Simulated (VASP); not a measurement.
Set up this calculation in VASP 6.6.1, as the native input.

| Quantity | Value |
| --- | --- |
| Task | relaxation of cell and atoms |
| Functional | PBE |
| Potentials or basis | VASP PAW PBE potentials, release 64 (Ca_sv, Nb_sv, O) |
| Cutoff | 600 eV |
| k mesh | 3 × 3 × 4 |
| Occupations | gaussian, width 0.1 eV |
| Spin | no spin polarisation |
| Dipole correction | no |
| Further INCAR settings | ALGO = Normal; EDIFF = 1e-06; IBRION = 2; EDIFFG = -0.04; NSW = 90; ISIF = 3 |

The structure of CaNb2O5 lies in POSCAR:

```
CaNb2O5
1.0
    7.3583562900      0.0000000000      0.0000000000
   -3.6791781400      6.3725234700      0.0000000000
    0.0000000000      0.0000000000      4.4281500200
Ca Nb O
1 2 5
Direct
    0.0000000000      0.0000000000      0.0000000000
    0.3333333300      0.6666666700      0.5000000000
    0.6666666700      0.3333333300      0.5000000000
    0.3333333300      0.6666666700      0.9209602200
    0.0000000000      0.5000000000      0.4947068800
    0.5000000000      0.5000000000      0.4947068800
    0.5000000000      0.0000000000      0.4947068800
    0.6666666700      0.3333333300      0.9209602200
```

These files were run (other wordings do the same):

INCAR

```
PREC = Accurate ; ENCUT = 600
EDIFF = 1E-6 ; ISMEAR = 0
SIGMA = 0.1 ; LREAL = False
LASPH = True ; NELM = 60
ALGO = Normal ; ISIF = 3
LWAVE = False ; LCHARG = False
GGA = PE ; IBRION = 2
NSW = 90 ; EDIFFG = -0.04
```

KPOINTS

```
Automatic mesh
0
Gamma
  3 3 4
```

Potentials or basis: VASP PAW PBE potentials, release 64 (Ca_sv, Nb_sv, O).

The run is started by

```bash
$ cat potpaw_PBE.64/Ca_sv/POTCAR potpaw_PBE.64/Nb_sv/POTCAR potpaw_PBE.64/O/POTCAR > POTCAR
$ mpirun -np 1 vasp_std > vasp.out
```

It gave:

```json
{
 "Relaxed volume": "18.76 Å³/atom",
 "Relaxed cell": "a = 6.636 Å, b = 6.636 Å, c = 3.934 Å, α = 90.00°, β = 90.00°, γ = 120.00°",
 "Space group after relaxing (to 0.05 Å)": "P6mm (No. 183)",
 "Energy gained by relaxing": "524.4 meV/atom",
 "Ionic steps": "15",
 "Pressure after relaxing": "0.0 GPa",
 "Largest force after relaxing": "0.037 eV/Å",
 "Band gap on the k mesh": "zero (band 33 reaches 5.20 eV, above the bottom of band 34 at 3.82 eV)"
}
```

Caveat: the volume moved by over 15 % at a fixed basis, so the end points are rough.

Run time: 13 min on 1 thread of Intel(R) Xeon(R) 6975P-C (Granite Rapids), with other jobs on the host, peak memory 0.42 GiB.
